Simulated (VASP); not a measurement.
Set up this calculation in VASP 6.6.1, as the native input.

* Task: single point
* Functional: PBE
* Potentials or basis: VASP PAW PBE potentials, release 64 (Mn_pv, O)
* Cutoff: 600 eV
* k mesh: 4 × 4 × 6
* Occupations: gaussian, width 0.1 eV
* Spin: collinear spin, antiferromagnetic start
* Starting moments: [3.0, -3.0, 0.0, 0.0, 0.0, 0.0] μB
* Hubbard terms: Mn d U = 5.9 eV
* Dipole correction: no
* Further INCAR settings: ALGO = Normal; EDIFF = 1e-06; NBANDS = 38

The structure of MnO2 lies in POSCAR:

```
MnO2
1.0
    4.3983000000      0.0000000000      0.0000000000
    0.0000000000      4.3983000000      0.0000000000
    0.0000000000      0.0000000000      2.8730000000
Mn O
2 4
Direct
    0.0000000000      0.0000000000      0.0000000000
    0.5000000000      0.5000000000      0.5000000000
    0.3051500000      0.3051500000      0.0000000000
    0.1948500000      0.8051500000      0.5000000000
    0.6948500000      0.6948500000      0.0000000000
    0.8051500000      0.1948500000      0.5000000000
```

The input as run:

INCAR

```
ALGO = Normal
EDIFF = 1E-6
ENCUT = 600
GGA = PE
GGA_COMPAT = F
ISIF = 2
ISMEAR = 0
ISPIN = 2
LASPH = T
LCHARG = F
LDAU = T
LDAUJ = 0 0
LDAUL = 2 -1
LDAUPRINT = 1
LDAUTYPE = 2
LDAUU = 5.9 0
LMAXMIX = 4
LORBIT = 11
LREAL = F
LWAVE = F
MAGMOM = 3 -3 0 0 0 0
NBANDS = 38
NELM = 200
PREC = Accurate
SIGMA = 0.1
```

KPOINTS

```
k-points
0
Gamma
  4 4 6
```

Potentials or basis: VASP PAW PBE potentials, release 64 (Mn_pv, O).

Launch:

```bash
$ cat potpaw_PBE.64/Mn_pv/POTCAR potpaw_PBE.64/O/POTCAR > POTCAR
$ mpirun -np 1 vasp_std > vasp.out
```

It gave:

| Quantity | Value |
| --- | --- |
| Pressure | 13.5 GPa |
| Largest force | 0.137 eV/Å |
| Band gap on the k mesh | 0.26 eV |
| Net moment | 0.00 μB per cell |
| Site moments | Mn +3.11, -3.11; O +0.01, -0.01 (each value once) μB |
| Valence electrons inside the program's atomic spheres | Mn 11.65; O 5.06 |

Caveat: the stress differs along the axes, from 11 to 18 GPa.

Run time: 2.5 min on 1 thread of Oxide Virtual Turin-like Processor, on a shared host, peak memory 0.21 GiB.
